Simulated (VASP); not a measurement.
# TmI4: single point with PBE

TmI4:

```xyz
10
Lattice="6.8183 0.0000 0.0000 -3.4092 5.9048 0.0000 0.0000 0.0000 11.7673" Properties=species:S:1:pos:R:3 pbc="T T T"
Tm    0.0000    0.0000    8.8232
Tm    0.0000    0.0000    2.9441
I     1.7053    2.9520    8.8094
I     3.4092    0.0008    8.8094
I     5.1130    2.9520    8.8094
I     1.7039    2.9528    2.9578
I    -1.7039    2.9528    2.9578
I     0.0000    5.9040    2.9578
I     0.0000    0.0000    0.0000
I     0.0000    0.0000    5.8836
```

The cell was generated, and may not be a known phase.

```yaml
Program: VASP 6.6.1
Task: single point
Functional: PBE
Potentials_or_basis: VASP PAW PBE potentials, release 64 (Tm_3, I), 4f in core
Cutoff: 500 eV
k_mesh: 3 × 3 × 2
Occupations: gaussian, width 0.2 eV
Spin: no spin polarisation
```

```
Pressure               : -0.1 GPa
Largest force          : 0.011 eV/Å
Band gap on the k mesh : zero (bands 37 and 38 overlap by 1.11 eV)
```

Forces in eV/Å, atoms in the order of the input:
```
Tm   0.000  0.000  0.002
Tm   0.000  0.000 -0.002
I   -0.007  0.004  0.007
I    0.000 -0.008  0.007
I    0.007  0.004  0.007
I    0.007 -0.004 -0.007
I   -0.007 -0.004 -0.007
I    0.000  0.008 -0.007
I    0.000  0.000  0.000
I    0.000  0.000  0.000
```

Stress tensor (GPa, compression positive):
```
-0.17  0.00  0.00
 0.00 -0.17  0.00
 0.00  0.00 -0.08
```

Levels at points of the mesh, in eV from the Fermi level:
```csv
k point,band 34,band 35,band 36,band 37,band 38,band 39,band 40,band 41,band 42,band 43
"(0.00, 0.00, 0.00)",-1.04,-0.11,0.16,0.27,0.27,0.28,0.28,0.37,0.37,1.01
"(0.00, 0.00, 0.50)",-1.04,0.10,0.11,0.27,0.27,0.27,0.27,1.02,1.02,1.02
```

Run time: 120 s on 1 thread of AMD EPYC 9R45 96-Core Processor (Zen 5), with other jobs on the host, peak memory 0.5 GiB.

Caveat: spin-orbit coupling is left out, which moves the levels of the heavy elements; the 4f electrons are frozen in the core, so they carry no moment and show no levels; the run has no spin polarisation, though such a crystal can be magnetic. Spin polarisation is off, so any magnetic state and its effect on volume and gap are missing.
